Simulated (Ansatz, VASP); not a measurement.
## Na: VASP beside Ansatz

```xyz
4
Lattice="3.3192 0.0000 0.0000 -1.6596 2.8746 0.0000 0.0000 0.0000 10.5590" Properties=species:S:1:pos:R:3 pbc="T T T"
Na    0.0000    0.0000    0.0000
Na    0.0000    0.0000    5.2795
Na    0.0000    1.9164    2.6397
Na    1.6596    0.9582    7.9192
```

Change from the starting cell: volume scaled by 0.68, LAPW.

Alike in both runs: task single point; functional PBE; k mesh 8 × 8 × 5; occupations fermi-dirac, width 0.1 eV; no spin polarisation.

|  | VASP | Ansatz |
| --- | --- | --- |
| version | VASP 6.6.1 | Ansatz 0.2.0 |
| potentials or method | VASP PAW PBE potentials, release 64 (Na_pv), cutoff 520 eV | all-electron LAPW, scalar-relativistic |

|  | VASP | Ansatz | Ansatz less VASP |
| --- | --- | --- | --- |
| pressure (GPa) | 6.1 | 6.1 | 0.00 |

Ansatz ran all-electron here, and VASP with PAW potentials.
